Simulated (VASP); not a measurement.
Wanted: the native input for a VASP 6.6.1 run.

```yaml
Task: relaxation of cell and atoms
Functional: PBE
Potentials_or_basis: VASP PAW PBE potentials, release 64 (Zn, S)
Cutoff: 600 eV
k_mesh: 6 × 6 × 2
Occupations: gaussian, width 0.1 eV
Spin: no spin polarisation
Dipole_correction: no
Further_INCAR_settings: ALGO = Normal; EDIFF = 1e-06; IBRION = 2; EDIFFG = -0.04; NSW = 90; ISIF = 3
```

The structure of ZnS3 lies in POSCAR:

```
ZnS3
1.0
    3.9404150700      0.0000000000      0.0000000000
   -1.9702075400      3.4124995500      0.0000000000
    0.0000000000      0.0000000000      7.7576353700
Zn S
1 3
Direct
    0.0000000000      0.0000000000      0.5000000000
    0.5000000000      0.0000000000      0.0000000000
    0.0000000000      0.5000000000      0.0000000000
    0.5000000000      0.5000000000      0.0000000000
```

These files were run (other wordings do the same):

INCAR

```
  PREC = Accurate
  ENCUT = 600
  EDIFF = 1E-6
  ISMEAR = 0
  SIGMA = 0.1
  LREAL = False
  LASPH = True
  NELM = 80
  ALGO = Normal
  ISIF = 3
  LWAVE = False
  LCHARG = False
  GGA = PE
  IBRION = 2
  NSW = 90
  EDIFFG = -0.04
```

KPOINTS

```
Automatic mesh
0
Gamma
  6 6 2
```

Potentials or basis: VASP PAW PBE potentials, release 64 (Zn, S).

The run is started by

```console
$ cat potpaw_PBE.64/Zn/POTCAR potpaw_PBE.64/S/POTCAR > POTCAR
$ mpirun -np 1 vasp_std > vasp.out
```

It gave:

```
Relaxed volume                         : 21.86 Å³/atom
Relaxed cell                           : a = 4.781 Å, b = 4.781 Å, c = 4.417 Å, α = 90.00°, β = 90.00°, γ = 120.00°
Space group after relaxing (to 0.05 Å) : P6/mmm (No. 191)
Energy gained by relaxing              : 1324.0 meV/atom
Ionic steps                            : 18
Pressure after relaxing                : 0.1 GPa
Band gap on the k mesh                 : zero (band 15 reaches 4.13 eV, above the bottom of band 16 at 1.99 eV)
```

Caveat: the k points lie up to 0.71 Å⁻¹ apart in the final cell; the volume moved by over 15 % at a fixed basis, so the end points are rough.

Run time: 6.3 min on 1 thread of Intel(R) Xeon(R) Platinum 8259CL CPU @ 2.50GHz (Skylake/Cascade Lake) (shared host), peak memory 0.26 GiB.
